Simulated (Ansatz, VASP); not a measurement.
# Two plane-wave programs on BN

Contents of INCAR:

```
PREC     = Accurate       # precision mode
ENCUT    = 520            # plane-wave cutoff, eV
EDIFF    = 1E-7           # SCF threshold, eV
ISMEAR   = 0              # smearing method
SIGMA    = 0.05           # smearing width, eV
LREAL    = False          # projectors in reciprocal space
LASPH    = True           # aspherical terms in the spheres
NELM     = 60             # most SCF steps
ALGO     = Normal         # electronic algorithm
ISIF     = 2              # what is computed and relaxed
LWAVE    = False          # write WAVECAR
LCHARG   = True           # write CHGCAR
GGA      = CA             # functional
LELF     = True           # ELF
LVHAR    = True         
NBANDS   = 16             # bands
```

Contents of KPOINTS:

```
regular mesh
0
Gamma
  12 12 4
```

POSCAR

```
BN
1.0
    2.4684242954      0.0000000000      0.0000000000
   -1.2342121477      2.1377181471      0.0000000000
    0.0000000000      0.0000000000      6.6005665658
B N
2 2
Direct
    0.3333333333      0.6666666667      0.2500000000
    0.6666666667      0.3333333333      0.7500000000
    0.3333333333      0.6666666667      0.7500000000
    0.6666666667      0.3333333333      0.2500000000
```

Input for Ansatz:

```yaml
crystal:
  lattice:
    - [2.4684242954, 0.0, 0.0]
    - [-1.2342121477, 2.1377181471, 0.0]
    - [0.0, 0.0, 6.6005665658]
  atoms:
    - { symbol: B, position: [0.3333333333, 0.6666666667, 0.25] }
    - { symbol: B, position: [0.6666666667, 0.3333333333, 0.75] }
    - { symbol: "N", position: [0.3333333333, 0.6666666667, 0.75] }
    - { symbol: "N", position: [0.6666666667, 0.3333333333, 0.25] }
basis:
  ecutwfc: 520.0
kpoints:
  mp_grid: { grid: [12, 12, 4] }
hamiltonian:
  xc: lda
  pseudopotentials: { kind: paw, azcp: { folder: soft_1 } }
scf:
  occupations: { method: gaussian, width: 0.05 }
output:
  forces: true
  stress: true
  eigenvalues: true
```

Alike in both runs: task single point; functional LDA; k mesh 12 × 12 × 4; occupations gaussian, width 0.05 eV; no spin polarisation.

```csv
,VASP,Ansatz
version,VASP 6.6.1,Ansatz 0.2.0
potentials or method,"VASP PAW LDA potentials, release 64 (B, N), cutoff 520 eV","scalar-relativistic, plane waves, PAW"
valence electrons in the cell,16,16
```

VASP gave:

| Quantity | Value |
| --- | --- |
| gap on the k mesh at the Fermi level (eV) | 4.13 |
| least direct gap on the mesh (eV) | 4.59 |
| pressure (GPa) | 6.7 |
| traceless stress, the component that is largest in VASP (GPa) | -7.28 |

**Question.** Which values does Ansatz return?

**Answer.** gap on the k mesh at the Fermi level (eV): 4.14; least direct gap on the mesh (eV): 4.60; pressure (GPa): 6.1; traceless stress, the component that is largest in VASP (GPa): -6.48.

Ansatz warns that its potentials were made for another functional, while VASP's fit it. LDA's correlation is that of Perdew and Zunger in VASP and of Perdew and Wang (1992) in Ansatz.
